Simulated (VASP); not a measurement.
Crystal: TePb.

```
CELL_PARAMETERS angstrom
0.00000 3.26784 3.26784
3.26784 0.00000 3.26784
3.26784 3.26784 0.00000
ATOMIC_POSITIONS crystal
Pb 0.00000 0.00000 0.00000
Te 0.50000 0.50000 0.50000
```

Base run:

```yaml
Program: VASP 6.6.1
Functional: r2SCAN
Potentials_or_basis: VASP PAW PBE potentials, release 64 (Pb_d, Te)
Cutoff: 520 eV
k_mesh: 8 × 8 × 8
Occupations: gaussian, width 0.01 eV
Spin: no spin polarisation
```

Its results: band gap on the k mesh 1.09 eV; pressure 0.0 GPa.

Question: The run is repeated on the same cell with these changes: functional from r2SCAN to PBE; occupations from gaussian, width 0.01 eV to fermi-dirac, width 0.02 eV. What comes out?

Answer: Band gap on the k mesh 0.80 eV; pressure 0.6 GPa.

Caveats: spin-orbit coupling is left out, which moves the levels of the heavy elements; the PAW data sets were made with another functional, which shifts forces and pressure a little (at least some runs).

A k mesh can miss the band edges.
